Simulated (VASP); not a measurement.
# CoNiO2 (P4/mmm) in VASP: settings compared

Aim: see how the results for CoNiO2 move with the level of theory and the settings. Levels: LDA, PBEsol. Tasks: single point.

All numbers are computed with VASP 6.6.1; they aren't measurements. Logs are shortened: lines on timing, memory, paths and dates and some standing lists are left out, and cuts for length are marked.

## (1) The cell of the first run

It takes space group P4/mmm (No. 123, tetragonal). The conventional cell has a = 3.073 Å, b = 3.073 Å, c = 4.305 Å, α = 90.00°, β = 90.00°, γ = 90.00°. Ni (site symmetry 4/mmm) has 6 O at 2.15 to 2.17 Å within 2.8 Å. Co (site symmetry 4/mmm) has 6 O at 2.15 to 2.17 Å within 2.8 Å. O (site symmetry 4/mmm) has 2 Ni at 2.15 Å and 4 Co at 2.17 Å within 2.8 Å. Within 2.8 Å of O (site symmetry 4/mmm) lie 2 Co at 2.15 Å and 4 Ni at 2.17 Å.

## (2) Single point, LDA, collinear spin, ferromagnetic start

File INCAR:

```
ALGO = Normal
EDIFF = 1E-7
ENCUT = 520
ISIF = 2
ISMEAR = -1
ISPIN = 2
LASPH = True
LCHARG = False
LMAXMIX = 4
LORBIT = 11
LREAL = False
LWAVE = False
MAGMOM = 1 2 0 0
NBANDS = 28
NELM = 150
PREC = Accurate
SIGMA = 0.05
```

File KPOINTS:

```
k-points
0
Gamma
  9 9 6
```

File POSCAR:

```
CoNiO2
1.0
    3.0734525779      0.0000000000      0.0000000000
    0.0000000000      3.0734525779      0.0000000000
    0.0000000000      0.0000000000      4.3050959259
Ni Co O
1 1 2
Direct
    0.0000000000      0.0000000000      0.0000000000
    0.5000000000      0.5000000000      0.5000000000
    0.0000000000      0.0000000000      0.5000000000
    0.5000000000      0.5000000000      0.0000000000
```

Potentials or basis: VASP PAW LDA potentials, release 64 (Ni, Co, O).

Started as:

```bash
$ cat potpaw_LDA.64/Ni/POTCAR potpaw_LDA.64/Co/POTCAR potpaw_LDA.64/O/POTCAR > POTCAR
$ mpirun -np 1 vasp_std > vasp.out
```

OUTCAR:

```text
EDIFF = 1E-7
   ENCUT = 520
   ISIF = 2
   ISMEAR = -1
   ISPIN = 2
   LASPH = True
   LORBIT = 11
   LREAL = False
   NELM = 150
   PREC = Accurate

 ion  position               nearest neighbor table
   1  0.000  0.000  0.000-   3 2.15   3 2.15   4 2.17   4 2.17   4 2.17   4 2.17   2 3.06   2 3.06
                             2 3.06   2 3.06   2 3.06   2 3.06   2 3.06   2 3.06
   2  0.500  0.500  0.500-   4 2.15   4 2.15   3 2.17   3 2.17   3 2.17   3 2.17   1 3.06   1 3.06
                             1 3.06   1 3.06   1 3.06   1 3.06   1 3.06   1 3.06
   3  0.000  0.000  0.500-   1 2.15   1 2.15   2 2.17   2 2.17   2 2.17   2 2.17
   4  0.500  0.500  0.000-   2 2.15   2 2.15   1 2.17   1 2.17   1 2.17   1 2.17

  LATTYP: Found a simple tetragonal cell.
 ALAT       =     3.0734525779
 C/A-ratio  =     1.4007360832

  Lattice vectors:

 A1 = (   3.0734525779,   0.0000000000,   0.0000000000)
 A2 = (   0.0000000000,   3.0734525779,   0.0000000000)
 A3 = (   0.0000000000,   0.0000000000,   4.3050959259)

Analysis of symmetry for initial positions (statically):
=====================================================================
 Subroutine PRICEL returns:
 Original cell was already a primitive cell.

 Routine SETGRP: Setting up the symmetry group for a
 simple tetragonal supercell.

 Subroutine GETGRP returns: Found 16 space group operations
 (whereof 16 operations were pure point group operations)
 out of a pool of 16 trial point group operations.

The static configuration has the point symmetry D_4h.

Analysis of symmetry for dynamics (positions and initial velocities):
=====================================================================
 Subroutine PRICEL returns:
 Original cell was already a primitive cell.

 Routine SETGRP: Setting up the symmetry group for a
 simple tetragonal supercell.

 Subroutine GETGRP returns: Found 16 space group operations
 (whereof 16 operations were pure point group operations)
 out of a pool of 16 trial point group operations.

The dynamic configuration has the point symmetry D_4h.

Analysis of structural, dynamic, and magnetic symmetry:
=====================================================================
 Subroutine PRICEL returns:
 Original cell was already a primitive cell.

 Routine SETGRP: Setting up the symmetry group for a
 simple tetragonal supercell.

 Subroutine GETGRP returns: Found 16 space group operations
 (whereof 16 operations were pure point group operations)
 out of a pool of 16 trial point group operations.

The overall configuration has the point symmetry D_4h.

 Subroutine INISYM returns: Found 16 space group operations
 (whereof 16 operations are pure point group operations),
 and found     1 'primitive' translations

----------------------------------------------------------------------------------------

                                     Primitive cell

  volume of cell :      40.6664

  direct lattice vectors                    reciprocal lattice vectors
     3.073452578  0.000000000  0.000000000     0.325366985  0.000000000  0.000000000
     0.000000000  3.073452578  0.000000000     0.000000000  0.325366985  0.000000000
     0.000000000  0.000000000  4.305095926     0.000000000  0.000000000  0.232282861

  length of vectors
     3.073452578  3.073452578  4.305095926     0.325366985  0.325366985  0.232282861

  position of ions in fractional coordinates (direct lattice)
     0.000000000  0.000000000  0.000000000
     0.500000000  0.500000000  0.500000000
     0.000000000  0.000000000  0.500000000
     0.500000000  0.500000000  0.000000000

  ion indices of the primitive-cell ions
   primitive index   ion index
                 1           1
                 2           2
                 3           3
                 4           4

----------------------------------------------------------------------------------------

 KPOINTS: k-points

Automatic generation of k-mesh.
 Grid dimensions read from file:
 generate k-points for:    9    9    6

 Generating k-lattice:

  Cartesian coordinates                     Fractional coordinates (reciprocal lattice)
     0.036151887  0.000000000  0.000000000     0.111111111  0.000000000  0.000000000
     0.000000000  0.036151887  0.000000000     0.000000000  0.111111111  0.000000000
     0.000000000  0.000000000  0.038713810     0.000000000  0.000000000  0.166666667

  Length of vectors
     0.036151887  0.036151887  0.038713810

  Shift w.r.t. Gamma in fractional coordinates (k-lattice)
     0.000000000  0.000000000  0.000000000

 Subroutine IBZKPT returns following result:
 ===========================================

 Found     60 irreducible k-points:

 Following reciprocal coordinates:
            Coordinates               Weight
  0.000000  0.000000  0.000000      1.000000
  0.111111  0.000000  0.000000      4.000000
  0.222222  0.000000  0.000000      4.000000
  0.333333  0.000000  0.000000      4.000000
  0.444444  0.000000  0.000000      4.000000
  0.111111  0.111111  0.000000      4.000000
[... 16 lines left out ...]
  0.333333  0.111111  0.166667     16.000000
  0.444444  0.111111  0.166667     16.000000
 [... further k-points ...]
   k-points           NKPTS =     60   k-points in BZ     NKDIM =     60   number of bands    NBANDS=     28
   number of dos      NEDOS =    301   number of ions     NIONS =      4
   total plane-waves  NPLWV =  18432
   dimension x,y,z NGX =    24 NGY =   24 NGZ =   32
   dimension x,y,z NGXF=    48 NGYF=   48 NGZF=   64
   ions per type =               1   1   2
   NGX,Y,Z   is equivalent  to a cutoff of  12.98, 12.98, 12.36 a.u.
   NGXF,Y,Z  is equivalent  to a cutoff of  25.96, 25.96, 24.71 a.u.
 SYSTEM =  unknown system
   PREC   = accura    normal or accurate (medium, high low for compatibility)
   ISTART =      0    job   : 0-new  1-cont  2-samecut
   ICHARG =      2    charge: 1-file 2-atom 10-const
   ISPIN  =      2    spin polarized calculation?
   LNONCOLLINEAR =      F non collinear calculations
   LSORBIT =      F    spin-orbit coupling
   LASPH  =      T    aspherical Exc in radial PAW
   ENCUT  =  520.0 eV  38.22 Ry    6.18 a.u.   5.71  5.71  8.00*2*pi/ulx,y,z
   NELM   =    150;   NELMIN=  2; NELMDL= -5     # of ELM steps
   EDIFF  = 0.1E-06   stopping-criterion for ELM
   LREAL  =      F    real-space projection
   EDIFFG = 0.1E-05   stopping-criterion for IOM
   NSW    =      0    number of steps for IOM
   IBRION =     -1    ionic relax: 0-MD 1-quasi-New 2-CG
   NFREE  =      0    steps in history (QN), initial steepest desc. (CG)
   ISIF   =      2    stress and relaxation
   ISYM   =      2    0-nonsym 1-usesym 2-fastsym
   POTIM  = 0.5000    time-step for ionic-motion
   TEBEG  =    0.0;   TEEND  =   0.0 temperature during run
   PSTRESS=    0.0 pullay stress
   NELECT =      31.0000    total number of electrons
   NUPDOWN=      -1.0000    fix difference up-down
   EMIN   =  10.00;   EMAX   =-10.00  energy-range for DOS
   EFERMI =   0.00;   METHOD = LEGACY
   ISMEAR =    -1;   SIGMA  =   0.05  broadening in eV -4-tet -1-fermi 0-gaus
   EFERMI_NEDOS =   21; number of points for ismear=-14 and -15
   IALGO  =     38    algorithm
   IMIX   =      4    mixing-type and parameters
     AMIX     =   0.40;   BMIX     =  1.00
     AMIX_MAG =   1.60;   BMIX_MAG =  1.00
  volume/ion in A,a.u.               =      10.17        68.61
  Fermi-wavevector in a.u.,A,eV,Ry     =   1.495490  2.826066 30.429288  2.236490
  Thomas-Fermi vector in A             =   2.607628
   LORBIT       =     11    0 simple, 1 ext, 2 COOP (PROOUT), +10 PAW based schemes
   GGA     = CA    functional components
   LHFCALC =     F    Hartree Fock is set to
   AEXX    =    0.0000 exact exchange contribution
   IVDW    =     0    specifies the selected vdW correction
   LEPSILON=     F    determine dielectric tensor
   LRPA    =     F    only Hartree local field effects (RPA)
 spin polarized calculation
  energy-cutoff  :      520.00
  volume of cell :       40.67
 maximum number of plane-waves:      1114
 NGX is ok and might be reduce to    24
   NGX = 11   NGY = 11   NGZ = 17

 number of electron      31.0000025 magnetization       3.6791546

 Free energy of the ion-electron system (eV)
  ---------------------------------------------------
  ext. energy  EPLUGINS =         0.00000000
  ---------------------------------------------------
  free energy    TOTEN  =       -27.41617038 eV

  energy without entropy =      -27.34750366  energy(sigma->0) =      -27.38183702

 E-fermi :   6.4193     XC(G=0): -12.5738

 val. band max:        6.4189004907   @ k =   0.3333   0.2222   0.5000
 cond. band min:       6.4216073137   @ k =   0.1111   0.0000   0.3333
 fundamental gap:      0.0027068230
 Fermi energy:         6.4193255191

 spin component 1

 k-point     1 :       0.0000    0.0000    0.0000
  band No.  band energies     occupation
      1     -12.9732      1.00000
      2     -11.7614      1.00000
      3       0.1089      1.00000
      4       2.3852      1.00000
      5       2.3852      1.00000
      6       2.9979      1.00000
[... 709 lines left out ...]
     26      20.5073      0.00000
     27      25.4347      0.00000

 [... further k-points ...]

 spin component 2

 k-point     1 :       0.0000    0.0000    0.0000
  band No.  band energies     occupation
      1     -12.6167      1.00000
      2     -11.3685      1.00000
      3       0.4155      1.00000
      4       2.7600      1.00000
      5       2.7600      1.00000
      6       3.9177      1.00000
[... 709 lines left out ...]
     26      20.9234      0.00000
     27      25.7698      0.00000

 [... further k-points ...]

 [bands above 27 left out]

------------------------ aborting loop because EDIFF is reached ----------------------------------------

  FORCE on cell =-STRESS in cart. coord.  units (eV):
  Direction    XX          YY          ZZ          XY          YZ          ZX
  --------------------------------------------------------------------------------------
  -------------------------------------------------------------------------------------
  Total       -7.3634357     -7.3634357     -7.4205495      0.0000000      0.0000000     -0.0000000
  in kB     -290.1050011   -290.1050011   -292.3551714      0.0000000      0.0000000     -0.0000000
  external PRESSURE =    -290.8550579 kB  Pullay stress =       0.0000000 kB

 VOLUME and BASIS-vectors are now :
 -----------------------------------------------------------------------------
  energy-cutoff  :      520.00
  volume of cell :       40.67
      direct lattice vectors                 reciprocal lattice vectors
     3.073452578  0.000000000  0.000000000     0.325366985  0.000000000  0.000000000
     0.000000000  3.073452578  0.000000000     0.000000000  0.325366985  0.000000000
     0.000000000  0.000000000  4.305095926     0.000000000  0.000000000  0.232282861

 POSITION                                       TOTAL-FORCE (eV/Angst)
 -----------------------------------------------------------------------------------
      0.00000      0.00000      0.00000         0.000000      0.000000      0.000000
      1.53673      1.53673      2.15255         0.000000      0.000000      0.000000
      0.00000      0.00000      2.15255         0.000000      0.000000      0.000000
      1.53673      1.53673      0.00000         0.000000      0.000000      0.000000
 -----------------------------------------------------------------------------------
    total drift:                                0.000000     -0.000000     -0.000000

  FREE ENERGIE OF THE ION-ELECTRON SYSTEM (eV)
  ---------------------------------------------------
  free  energy   TOTEN  =       -27.4161703768 eV

  energy  without entropy=      -27.3475036579  energy(sigma->0) =      -27.38183702

 total charge

# of ion       s       p       d       tot
------------------------------------------
    1        0.298   0.323   8.303   8.924
    2        0.284   0.324   7.124   7.732
    3        1.550   3.334   0.000   4.884
    4        1.555   3.311   0.000   4.866
--------------------------------------------------
tot          3.687   7.292  15.427  26.406

 magnetization (x)

# of ion       s       p       d       tot
------------------------------------------
    1        0.008   0.006   0.665   0.678
    2        0.017   0.018   2.445   2.480
    3        0.022   0.227   0.000   0.249
    4        0.017   0.162   0.000   0.179
--------------------------------------------------
tot          0.063   0.413   3.109   3.586
```

Run time: 5.5 min. Hardware: 1 thread of AMD EPYC 7R13, shared host; peak memory 0.19 GiB.

Results:

| Item | Value |
| --- | --- |
| Free energy | -27.4162 eV |
| Pressure | -29.1 GPa |
| Net moment | 3.68 μB per cell |
| Site moments | Ni +0.68; Co +2.48; O +0.25, +0.18 μB |
| Valence electrons inside the program's atomic spheres | Ni 8.92; Co 7.73; O 4.88, 4.87 |

Caveat: the cell stands under tension; semilocal functionals often make such compounds metallic where correlation or magnetic order opens a gap, which also shifts bond lengths.

## (3) Single point, PBEsol, non-collinear spin, typed start

This run uses another cell than the first one, of 9.59 Å³/atom.

File INCAR:

```
PREC = Accurate
ENCUT = 520
EDIFF = 1E-7
ISMEAR = -1
SIGMA = 0.05
LREAL = F
LASPH = T
NELM = 150
ALGO = Normal
ISIF = 2
LWAVE = F
LCHARG = F
LNONCOLLINEAR = T
MAGMOM = -0.218 -0.046 -0.642 0.56 -0.861 0.08 0 0 0 0 0 0
LORBIT = 11
LMAXMIX = 4
GGA = PS
NBANDS = 45
```

File KPOINTS:

```
Automatic mesh
0
Gamma
  6 6 5
```

File POSCAR:

```
CoNiO2
1.0
    3.0143330000      0.0000000000      0.0000000000
    0.0000000000      3.0143330000      0.0000000000
    0.0000000000      0.0000000000      4.2222850000
Ni Co O
1 1 2
Direct
    0.0000000000      0.0000000000      0.0000000000
    0.5000000000      0.5000000000      0.5000000000
    0.0000000000      0.0000000000      0.5000000000
    0.5000000000      0.5000000000      0.0000000000
```

Potentials or basis: VASP PAW PBE potentials, release 64 (Ni, Co, O).

Started as:

```bash
$ cat potpaw_PBE.64/Ni/POTCAR potpaw_PBE.64/Co/POTCAR potpaw_PBE.64/O/POTCAR > POTCAR
$ mpirun -np 1 vasp_ncl > vasp.out
```

Run time: 9.1 min. Hardware: 1 thread of Intel Xeon Platinum 8488C (Sapphire Rapids), shared host; peak memory 0.41 GiB.

The run converged. Its results:

| Item | Value |
| --- | --- |
| Free energy | -26.2481 eV |
| Pressure | -13.5 GPa |
| Band gap on the k mesh | zero (bands 31 and 32 overlap by 0.78 eV) |
| Net moment | 4.20 μB per cell |
| Valence electrons inside the program's atomic spheres | Ni 8.96; Co 7.81; O 4.93, 4.92 |

Stress tensor (GPa, compression positive):
```
-13.78   0.00   0.00
  0.00 -13.78   0.00
  0.00   0.00 -13.08
```

Levels at points of the mesh, in eV from the Fermi level:
```
           k point  band 28  band 29  band 30  band 31  band 32  band 33  band 34  band 35
(0.00, 0.00, 0.00)    -1.36    -1.36    -1.23    -0.55    -0.53    -0.07    -0.07     0.16
(0.50, 0.00, 0.00)    -0.36     0.01     0.03     0.04     0.07     0.22     0.87     1.86
(0.00, 0.50, 0.00)    -0.36     0.01     0.03     0.04     0.07     0.22     0.87     1.86
(0.50, 0.50, 0.00)    -1.33    -0.49    -0.29    -0.11    -0.11    -0.02     0.20     0.66
```

Moments on the atoms (μB; x, y, z):
```
Ni   0.55 -1.05 -0.26
Co   1.09 -2.09 -0.51
O    0.11 -0.21 -0.05
O    0.11 -0.21 -0.05
```

Caveat: the cell stands under tension; the PAW data sets were made with another functional, which shifts forces and pressure a little; semilocal functionals often make such compounds metallic where correlation or magnetic order opens a gap, which also shifts bond lengths. With open d or f shells a metallic result of PBEsol can be an artefact of self-interaction; +U or a hybrid may open a gap.

[end of part 1 of 2]
